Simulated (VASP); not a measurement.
Wanted: the native input for a VASP 6.6.1 run.

```yaml
Task: relaxation of cell and atoms
Functional: PBEsol
Potentials_or_basis: VASP PAW PBE potentials, release 64 (Ba_sv)
Cutoff: 600 eV
k_mesh: 12 × 12 × 10
Occupations: gaussian, width 0.1 eV
Spin: no spin polarisation
Target_pressure: 25 GPa
Dipole_correction: no
Further_INCAR_settings: ALGO = Fast; EDIFF = 1e-06; IBRION = 2; EDIFFG = -0.008; NSW = 70; ISIF = 3
```

The structure of Ba lies in POSCAR:

```
Ba
1.0
    2.4111603656     -2.4040684852      0.0000000000
    2.4111603656      2.4040684852      0.0000000000
    0.0000000000      0.0000000000      4.7641032313
Ba
2
Direct
    0.7499959190      0.2500040810      0.2500000000
    0.2500040810      0.7499959190      0.7500000000
```

These files were run (other wordings do the same):

INCAR

```
  ALGO = Fast
  EDIFF = 1E-6
  EDIFFG = -0.008
  ENCUT = 600
  GGA = PS
  IBRION = 2
  ISIF = 3
  ISMEAR = 0
  LASPH = True
  LCHARG = False
  LREAL = False
  LWAVE = False
  NELM = 60
  NSW = 70
  PREC = Accurate
  PSTRESS = 250.0
  SIGMA = 0.1
```

KPOINTS

```
k-points
0
Gamma
  12 12 10
```

Potentials or basis: VASP PAW PBE potentials, release 64 (Ba_sv).

Launch:

```bash
$ cat potpaw_PBE.64/Ba_sv/POTCAR > POTCAR
$ mpirun -np 1 vasp_std > vasp.out
```

Results of the run:

```json
{"Relaxed volume": "25.56 Å³/atom", "Relaxed cell": "a = 3.316 Å, b = 3.316 Å, c = 4.648 Å, α = 90.00°, β = 90.00°, γ = 89.97°", "Space group after relaxing (to 0.1 Å)": "Fm-3m (No. 225)", "Energy change on relaxing (the run minimises the enthalpy)": "+281.2 meV/atom", "Ionic steps": "6", "Pressure after relaxing": "25.0 GPa", "Band gap on the k mesh": "zero (bands 10 and 11 overlap by 3.35 eV)"}
```

Caveat: the cell is relaxed towards a set pressure, so the run minimises the enthalpy, not the energy; the PAW data sets were made with another functional, which shifts forces and pressure a little; spin-orbit coupling is left out, which moves the levels of the heavy elements.

Wall time 21 min on 1 thread of Intel Xeon 8259CL, on a shared host, peak memory 0.37 GiB.
